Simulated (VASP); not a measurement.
Ti: single point with PBEsol

Crystal: Ti.

```
Ti
1.0
     2.90397    0.00000    0.00000
    -1.45198    2.51491    0.00000
     0.00000    0.00000    4.58662
Ti
2
Direct
  0.33333 0.66667 0.25000
  0.66667 0.33333 0.75000
```

- Program: VASP 6.6.1
- Task: single point
- Functional: PBEsol
- Potentials or basis: VASP PAW PBE potentials, release 64 (Ti_sv)
- Cutoff: 520 eV
- k mesh: 8 × 8 × 5
- Occupations: gaussian, width 0.02 eV
- Spin: no spin polarisation

```yaml
Pressure: -0.3 GPa
Band_gap_on_the_k_mesh: zero (band 12 reaches 9.38 eV, above the bottom of band 13 at 8.39 eV)
```

Levels at points of the mesh, in eV from the Fermi level:
```tsv
k point	band 9	band 10	band 11	band 12	band 13	band 14	band 15	band 16
(0.00, 0.00, 0.00)	-6.36	-2.85	0.72	0.72	0.84	0.86	1.25	1.25
(0.50, 0.00, 0.00)	-2.47	-2.34	-2.02	-0.66	0.38	0.59	1.17	3.43
```

It took 15 s on 1 thread of Intel(R) Xeon(R) Platinum 8488C (Sapphire Rapids) (shared host), peak memory 0.16 GiB.

Caveat: the PAW data sets were made with another functional, which shifts forces and pressure a little.
